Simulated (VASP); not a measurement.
Input of a VASP 6.6.1 run:

File INCAR:

```
SYSTEM = SiC
PREC = Accurate ; ENCUT = 520
EDIFF = 1E-8 ; ISMEAR = 0
SIGMA = 0.01 ; LREAL = .FALSE.
LASPH = .TRUE. ; NELM = 120
ALGO = Normal ; ISIF = 2
LWAVE = .FALSE. ; LCHARG = .FALSE.
GGA = PS ; LEFG = .TRUE.
NBANDS = 16 ; GGA_COMPAT = .FALSE.
```

The input KPOINTS:

```
Automatic mesh
0
G
  12 12 6
  0 0 0
```

File POSCAR:

```
SiC
1.0
    3.0759639173      0.0000000000      0.0000000000
   -1.5379819586      2.6638628935      0.0000000000
    0.0000000000      0.0000000000      5.0477017958
Si C
2 2
Direct
    0.3333333333      0.6666666667      0.0045904897
    0.6666666667      0.3333333333      0.5045904897
    0.3333333333      0.6666666667      0.3804095103
    0.6666666667      0.3333333333      0.8804095103
```

Potentials or basis: VASP PAW PBE potentials, release 64 (Si, C).

The run is started by

```sh
$ cat potpaw_PBE.64/Si/POTCAR potpaw_PBE.64/C/POTCAR > POTCAR
$ mpirun -np 1 vasp_std > vasp.out
```

Question: What does it give for the band gap on the k mesh?

Answer: 2.11 eV (least direct gap 3.85 eV).

Question: Predict the pressure.

Answer: 0.4 GPa.

Electric field gradients, principal values (V/Å²):
```
atom   least  middle  greatest (by size)
1 Si  -1.569  -1.569               3.138
2 Si  -1.569  -1.569               3.138
 3 C  -1.044  -1.044               2.087
 4 C  -1.044  -1.044               2.087
```

Caveat: without QUAD_EFG the Cq values of the log hold for a quadrupole moment of 1 mb, not for the nuclei; the PAW data sets were made with another functional, which shifts forces and pressure a little. A k mesh can miss the band edges.
